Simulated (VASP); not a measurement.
Runs of VASP 6.6.1 on InPt3C. The structure is that of space group Pm-3m (No. 221), or close to it. The cells are those of the table. 

| cell | gap on the mesh (eV) | pressure (GPa) |
| --- | --- | --- |
| a = 4.081 Å, 5 atoms | none | 32.6 |
| a = 4.369 Å, 5 atoms | none | (a) |
| a = 4.259 Å, 5 atoms | none | -0.9 |
| a = 4.201 Å, 5 atoms | none | 7.7 |
| a = 4.142 Å, 5 atoms | none | 18.6 |
| a = 4.315 Å, 5 atoms | none | (b) |
| a = 4.423 Å, 5 atoms | none | -16.8 |

Alike in all rows: task single point; level PBE; potentials or basis VASP PAW PBE potentials, release 64 (In_d, Pt, C); no spin polarisation; k mesh 6 × 6 × 6; cutoff (eV) 520; smearing gaussian 0.1 eV.

Fill in the values left out.

(a) -12.7; (b) -7.6.

Caveats: spin-orbit coupling is left out, which moves the levels of the heavy elements.

A k mesh can miss the band edges, and the runs leave out spin-orbit coupling on In, Pt.

A gap of «none» marks levels without a gap at the run's occupations.
